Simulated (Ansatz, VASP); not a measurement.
## One calculation of SiN2, two programs

```xyz
6
Lattice="-2.2060 2.2060 4.9822 2.2060 -2.2060 4.9822 2.2060 2.2060 -4.9822" Properties=species:S:1:pos:R:3 pbc="T T T"
Si    0.0000    0.0000    0.0000
Si    0.0000    2.2060    2.4911
N    -0.0643    1.1030    1.2455
N     1.1030    2.1417    3.7366
N    -1.1030    2.2702    3.7366
N     0.0643    3.3090    1.2455
```

Alike in both runs: functional LDA; k mesh 12 × 12 × 12; occupations gaussian, width 0.1 eV; no spin polarisation.

Ansatz relaxed the structure, and its values are those at the end. VASP's run is a single point on that final structure, the one shown.

```csv
,VASP,Ansatz
version,VASP 6.6.1,Ansatz 0.2.0
potentials or method,"VASP PAW LDA potentials, release 64 (Si, N), cutoff 520 eV","scalar-relativistic, plane waves, PAW"
valence electrons in the cell,28,28
```

|  | VASP | Ansatz | Ansatz less VASP |
| --- | --- | --- | --- |
| gap on the k mesh at the Fermi level (eV) | none | none | - |
| pressure (GPa) | 0.1 | 0.0 | -0.09 |

LDA's correlation is that of Perdew and Zunger in VASP and of Perdew and Wang (1992) in Ansatz. A gap of «none» marks a metal or a gap that the smearing closes.
